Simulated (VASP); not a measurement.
## P: single point with PBE+D3(BJ)

The system is P.

```xyz
4
Lattice="1.7859 -4.7136 0.0000 1.7859 4.7136 0.0000 0.0000 0.0000 4.1669" Properties=species:S:1:pos:R:3 pbc="T T T"
P     1.7859    3.7107    3.8673
P     1.7859   -1.0029    2.3830
P     1.7859   -3.7107    0.2996
P     1.7859    1.0029    1.7838
```

This cell differs from its parent crystal: strain +0.0750 x Voigt [1, -1, 0, 0, 0, 0].

| Property | Result |
| --- | --- |
| Program | VASP 6.6.1 |
| Task | single point |
| Functional | PBE |
| Dispersion | D3(BJ) |
| Potentials or basis | VASP PAW PBE potentials, release 64 (P) |
| Cutoff | 520 eV |
| k mesh | 16 × 16 × 12 |
| Occupations | gaussian, width 0.15 eV |
| Spin | no spin polarisation |

The pressure is 1.2 GPa. The largest force is 1.777 eV/Å. The band gap on the k mesh is 0.16 eV (least direct gap 0.65 eV) and the dispersion energy per atom is -0.401 eV.

Forces in eV/Å, atoms in the order of the input:
```
P    0.000 -1.601 -0.771
P    0.000 -1.601  0.771
P    0.000  1.601  0.771
P    0.000  1.601 -0.771
```

Stress tensor (GPa, compression positive):
```
-10.02   0.00   0.00
  0.00  17.87   0.00
  0.00   0.00  -4.38
```

Levels at points of the mesh, in eV from the valence-band top:
| k point | band 7 | band 8 | band 9 | band 10 | band 11 | band 12 | band 13 | band 14 |
| --- | --- | --- | --- | --- | --- | --- | --- | --- |
| (0.00, 0.00, 0.00) | -3.99 | -2.81 | -1.74 | -1.48 | 0.94 | 1.44 | 2.27 | 2.47 |
| (0.50, 0.00, 0.00) | -3.12 | -3.12 | -2.40 | -2.40 | 1.21 | 1.21 | 1.66 | 1.66 |
| (0.50, 0.50, 0.00) | -4.96 | -1.94 | -0.56 | -0.31 | 0.91 | 1.45 | 1.61 | 2.06 |
| (0.00, 0.00, 0.50) | -3.46 | -3.46 | -1.52 | -1.52 | 0.82 | 0.82 | 1.46 | 1.46 |
| (0.50, 0.00, 0.50) | -5.38 | -5.38 | -1.49 | -1.49 | 2.56 | 2.56 | 4.08 | 4.08 |
| (0.50, 0.50, 0.50) | -2.47 | -2.47 | -1.05 | -1.05 | 1.90 | 1.90 | 2.54 | 2.54 |

Wall time 5.8 min on 1 thread of Intel(R) Xeon(R) Platinum 8559C (Emerald Rapids), on a shared host, peak memory 0.55 GiB.

Caveat: the cell differs from its parent crystal (strain +0.0750 x Voigt [1, -1, 0, 0, 0, 0]); forces of over 1 eV/Å act on the atoms, so gaps and moduli don't describe the material at rest. A k mesh can miss the band edges.
